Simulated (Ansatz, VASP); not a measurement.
**Two plane-wave programs on Al9H**

The input INCAR:

```
PREC = Accurate ; ENCUT = 520
EDIFF = 1E-7 ; ISMEAR = 0
SIGMA = 0.1 ; LREAL = Auto
LASPH = True ; NELM = 60
ALGO = Normal ; ISIF = 2
LWAVE = False ; LCHARG = False
LDIPOL = True ; IDIPOL = 3
DIPOL = 0.5 0.5 0.299 ; GGA = PE
NBANDS = 44
```

File KPOINTS:

```
regular mesh
0
Gamma
  5 3 1
```

File POSCAR:

```
Al9H
1.0
    5.7070863109      0.0000000000      0.0000000000
   -1.4267715777      9.7014842373      0.0000000000
    0.0000000000      0.0000000000     22.7903703632
Al H
18 2
Direct
    0.2662216041      0.0648864163      0.1755127247
    0.7662216041      0.0648864163      0.1755127247
    0.3354806058      0.3419224231      0.2192029853
    0.8354806058      0.3419224231      0.2192029853
    0.1493324061      0.5973296244      0.2279410374
    0.6493324061      0.5973296244      0.2279410374
    0.4631842064      0.8527368258      0.2366790895
    0.9631842064      0.8527368258      0.2366790895
    0.0319772084      0.1277109167      0.2808262503
    0.5319772084      0.1277109167      0.2808262503
    0.0997917590      0.4042231279      0.3301071124
    0.5997917590      0.4042231279      0.3301071124
    0.4144000530      0.6596656505      0.3369822082
    0.9144000530      0.6596656505      0.3369822082
    0.2263076920      0.9110819249      0.3449259127
    0.7263076920      0.9110819249      0.3449259127
    0.2962427236      0.1814071990      0.3857054635
    0.7962427236      0.1814071990      0.3857054635
    0.2441401852      0.9110819249      0.4475736989
    0.7084751988      0.9110819249      0.4475736989
```

Input for Ansatz:

```yaml
crystal:
  lattice:
    - [5.7070863109, 0.0, 0.0]
    - [-1.4267715777, 9.7014842373, 0.0]
    - [0.0, 0.0, 22.7903703632]
  atoms:
    - { symbol: Al, position: [0.2662216041, 0.0648864163, 0.1755127247] }
    - { symbol: Al, position: [0.7662216041, 0.0648864163, 0.1755127247] }
    - { symbol: Al, position: [0.3354806058, 0.3419224231, 0.2192029853] }
    - { symbol: Al, position: [0.8354806058, 0.3419224231, 0.2192029853] }
    - { symbol: Al, position: [0.1493324061, 0.5973296244, 0.2279410374] }
    - { symbol: Al, position: [0.6493324061, 0.5973296244, 0.2279410374] }
    - { symbol: Al, position: [0.4631842064, 0.8527368258, 0.2366790895] }
    - { symbol: Al, position: [0.9631842064, 0.8527368258, 0.2366790895] }
    - { symbol: Al, position: [0.0319772084, 0.1277109167, 0.2808262503] }
    - { symbol: Al, position: [0.5319772084, 0.1277109167, 0.2808262503] }
    - { symbol: Al, position: [0.099791759, 0.4042231279, 0.3301071124] }
    - { symbol: Al, position: [0.599791759, 0.4042231279, 0.3301071124] }
    - { symbol: Al, position: [0.414400053, 0.6596656505, 0.3369822082] }
    - { symbol: Al, position: [0.914400053, 0.6596656505, 0.3369822082] }
    - { symbol: Al, position: [0.226307692, 0.9110819249, 0.3449259127] }
    - { symbol: Al, position: [0.726307692, 0.9110819249, 0.3449259127] }
    - { symbol: Al, position: [0.2962427236, 0.181407199, 0.3857054635] }
    - { symbol: Al, position: [0.7962427236, 0.181407199, 0.3857054635] }
    - { symbol: H, position: [0.2441401852, 0.9110819249, 0.4475736989] }
    - { symbol: H, position: [0.7084751988, 0.9110819249, 0.4475736989] }
basis:
  ecutwfc: 420
kpoints:
  mp_grid: { grid: [5, 3, 1] }
hamiltonian:
  xc: pbe
  pseudopotentials: { kind: paw, azcp: { folder: soft_1 } }
scf:
  occupations: { method: gaussian, width: 0.1 }
output:
  forces: true
  eigenvalues: true
efield:
  axis: 3
  dipole_correction: true
  ramp_width: 0.04
```

Alike in both runs: task single point; functional PBE; k mesh 5 × 3 × 1; occupations gaussian, width 0.1 eV; no spin polarisation.

|  | VASP | Ansatz |
| --- | --- | --- |
| version | VASP 6.6.1 | Ansatz 0.2.0 |
| potentials or method | VASP PAW PBE potentials, release 64 (Al, H), cutoff 520 eV | scalar-relativistic, plane waves, PAW |
| valence electrons in the cell | 56 | 56 |

|  | VASP | Ansatz | Ansatz less VASP |
| --- | --- | --- | --- |
| gap on the k mesh at the Fermi level (eV) | none | none | - |
| rms of the force components (eV/Å) | 0.415 | 0.415 | -0.0004 |

Atom by atom the forces differ by 0.001 eV/Å (rms over components). A gap of «none» marks a metal or a gap that the smearing closes.
